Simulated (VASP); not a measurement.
Input of a VASP 6.6.1 run:

The input INCAR:

```
SYSTEM = CsCl
ALGO = Normal ; EDIFF = 1E-6
ENCUT = 500 ; GGA = PE
GGA_COMPAT = .False. ; ISIF = 2
ISMEAR = 0 ; LASPH = .True.
LCHARG = .True. ; LELF = .True.
LREAL = .False. ; LVHAR = .True.
LWAVE = .False. ; NBANDS = 15
NELM = 120 ; PREC = Accurate
SIGMA = 0.01
```

Contents of KPOINTS:

```
k-points
0
Gamma
  6 6 6
  0 0 0
```

The input POSCAR:

```
CsCl
1.0
    4.2468836012      0.0000000000      0.0000000000
    0.0000000000      4.2468836012      0.0000000000
    0.0000000000      0.0000000000      4.2468836012
Cs Cl
1 1
Direct
    0.0000000000      0.0000000000      0.0000000000
    0.5000000000      0.5000000000      0.5000000000
```

Potentials or basis: VASP PAW PBE potentials, release 64 (Cs_sv, Cl).

Command:

```console
$ cat potpaw_PBE.64/Cs_sv/POTCAR potpaw_PBE.64/Cl/POTCAR > POTCAR
$ mpirun -np 1 vasp_std > vasp.out
```

Estimate the pressure.

-0.4 GPa.

Estimate the band gap on the k mesh.

4.88 eV, direct.

Caveat: spin-orbit coupling is left out, which moves the levels of the heavy elements.
